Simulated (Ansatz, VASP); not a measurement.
# SnSe in VASP and in Ansatz

The input INCAR:

```
PREC = Accurate
ENCUT = 520
EDIFF = 1E-7
ISMEAR = 0
SIGMA = 0.03
LREAL = F
LASPH = T
NELM = 60
ALGO = Normal
ISIF = 2
LWAVE = F
LCHARG = F
GGA = PE
IVDW = 12
NBANDS = 28
```

The input KPOINTS:

```
regular mesh
0
Gamma
  8 8 6
```

The input POSCAR:

```
SnSe
1.0
    4.0109000000      0.0000000000      0.0000000000
    0.0000000000      4.0109000000      0.0000000000
    0.0000000000      0.0000000000      5.1113000000
Sn Se
2 2
Direct
    0.5000000000      0.0000000000      0.2500887432
    0.0000000000      0.5000000000      0.7499112568
    0.5000000000      0.0000000000      0.7499352227
    0.0000000000      0.5000000000      0.2500647773
```

Input for Ansatz:

```yaml
crystal:
  lattice:
    - [4.0109, 0.0, 0.0]
    - [0.0, 4.0109, 0.0]
    - [0.0, 0.0, 5.1113]
  atoms:
    - { symbol: Sn, position: [0.5, 0.0, 0.2500887432] }
    - { symbol: Sn, position: [0.0, 0.5, 0.7499112568] }
    - { symbol: Se, position: [0.5, 0.0, 0.7499352227] }
    - { symbol: Se, position: [0.0, 0.5, 0.2500647773] }
basis:
  ecutwfc: 420
kpoints:
  mp_grid: { grid: [8, 8, 6] }
hamiltonian:
  xc: pbe
  dispersion: d3bj
scf:
  occupations: { method: gaussian, width: 0.03 }
output:
  forces: true
  stress: true
  eigenvalues: true
```

Alike in both runs: task single point; functional PBE; dispersion D3(BJ); k mesh 8 × 8 × 6; occupations gaussian, width 0.03 eV; no spin polarisation.

```csv
,VASP,Ansatz
version,VASP 6.6.1,Ansatz 0.2.0
potentials or method,"VASP PAW PBE potentials, release 64 (Sn_d, Se), cutoff 520 eV","scalar-relativistic, plane waves, PAW"
valence electrons in the cell,40,60
```

VASP gave:

- gap on the k mesh at the Fermi level (eV): none
- pressure (GPa): 26.7
- traceless stress, the component that is largest in VASP (GPa): 24.88
- rms of the force components (eV/Å): 0.007

Problem. Estimate Ansatz's values.

Solution. gap on the k mesh at the Fermi level (eV): none; pressure (GPa): 26.6; traceless stress, the component that is largest in VASP (GPa): 24.87; rms of the force components (eV/Å): 0.006.

Atom by atom the forces differ by 0.000 eV/Å (rms over components). A gap of «none» marks a metal or a gap that the smearing closes. VASP's potentials hold 40 valence electrons a cell and Ansatz's 60, so a difference there can come from the potentials and not from the codes.
